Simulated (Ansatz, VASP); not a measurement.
BP in VASP and in Ansatz

INCAR

```
SYSTEM = BP
  PREC = Accurate
  ENCUT = 500
  EDIFF = 1E-6
  ISMEAR = 1
  SIGMA = 0.001
  LREAL = .FALSE.
  LASPH = .TRUE.
  NELM = 120
  ALGO = Normal
  ISIF = 2
  LWAVE = .FALSE.
  LCHARG = .TRUE.
  GGA = PE
  LELF = .TRUE.
  LVHAR = .TRUE.
  NBANDS = 16
  GGA_COMPAT = .FALSE.
```

The input KPOINTS:

```
regular mesh
0
G
  6 6 4
  0 0 0
```

File POSCAR:

```
BP
1.0
    3.0799086887      0.0000000000      0.0000000000
   -1.5399543444      2.6672791658      0.0000000000
    0.0000000000      0.0000000000      5.0145727567
B P
2 2
Direct
    0.0000000000      0.0000000000      0.0000000000
    0.0000000000      0.0000000000      0.5000000000
    0.3333333333      0.6666666667      0.2500000000
    0.6666666667      0.3333333333      0.7500000000
```

Input for Ansatz:

```yaml
crystal:
  lattice:
    - [3.0799086887, 0.0, 0.0]
    - [-1.5399543444, 2.6672791658, 0.0]
    - [0.0, 0.0, 5.0145727567]
  atoms:
    - { symbol: B, position: [0.0, 0.0, 0.0] }
    - { symbol: B, position: [0.0, 0.0, 0.5] }
    - { symbol: P, position: [0.3333333333, 0.6666666667, 0.25] }
    - { symbol: P, position: [0.6666666667, 0.3333333333, 0.75] }
kpoints:
  mp_grid: { grid: [6, 6, 4] }
hamiltonian:
  xc: pbe
scf:
  occupations: { method: methfessel_paxton, width: 0.001 }
  n_extra_bands: 5
output:
  forces: true
  stress: true
  eigenvalues: true
```

Alike in both runs: task single point; functional PBE; k mesh 6 × 6 × 4; occupations methfessel-paxton of order 1, width 0.001 eV; no spin polarisation.

|  | VASP | Ansatz |
| --- | --- | --- |
| version | VASP 6.6.1 | Ansatz 0.2.0 |
| potentials or method | VASP PAW PBE potentials, release 64 (B, P) | plane waves |
| plane-wave cutoff (eV) | 500 | 420 |
| valence electrons in the cell | 16 | 16 |

VASP gave:

| Property | Result |
| --- | --- |
| pressure (GPa) | 0.3 |
| traceless stress, the component that is largest in VASP (GPa) | 0.10 |

Problem. Estimate Ansatz's values.

Solution. Pressure (GPa): 0.6; traceless stress, the component that is largest in VASP (GPa): 0.11.

The k mesh is coarse, so the values compare programs but aren't converged.
